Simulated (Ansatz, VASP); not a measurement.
# Ta3N: VASP beside Ansatz

```
CELL_PARAMETERS angstrom
2.90090 0.00000 0.00000
-1.45045 2.72161 0.00000
0.00000 0.00000 7.55759
ATOMIC_POSITIONS crystal
Ta 0.00000 0.00000 0.50000
Ta 0.33333 0.66667 0.17360
Ta 0.66667 0.33333 0.82640
N 0.00000 0.00000 0.00000
```

Change from the starting cell: strain -0.0400 x Voigt [1, -1, 0, 0, 0, 0], atoms carried along.

Alike in both runs: task single point; functional PBE; k mesh 18 × 18 × 6; occupations gaussian, width 0.15 eV; no spin polarisation.

|  | VASP | Ansatz |
| --- | --- | --- |
| version | VASP 6.6.1 | Ansatz 0.2.0 |
| potentials or method | VASP PAW PBE potentials, release 64 (Ta_pv, N), cutoff 520 eV | scalar-relativistic, plane waves, PAW |
| valence electrons in the cell | 38 | 44 |

Ansatz gave:

| Quantity | Value |
| --- | --- |
| gap on the k mesh at the Fermi level (eV) | none |
| pressure (GPa) | 1.0 |
| traceless stress, the component that is largest in VASP (GPa) | 6.22 |
| rms of the force components (eV/Å) | 0.151 |

Q: Estimate VASP's values.

A: gap on the k mesh at the Fermi level (eV): none; pressure (GPa): 1.3; traceless stress, the component that is largest in VASP (GPa): 6.21; rms of the force components (eV/Å): 0.162.

Atom by atom the forces differ by 0.020 eV/Å (rms over components). A gap of «none» marks a metal or a gap that the smearing closes. The functional is the same, so the differences come from potentials, cutoffs and numerics. VASP's potentials hold 38 valence electrons a cell and Ansatz's 44, so a difference there can come from the potentials and not from the codes.

Spin-orbit coupling is off throughout.
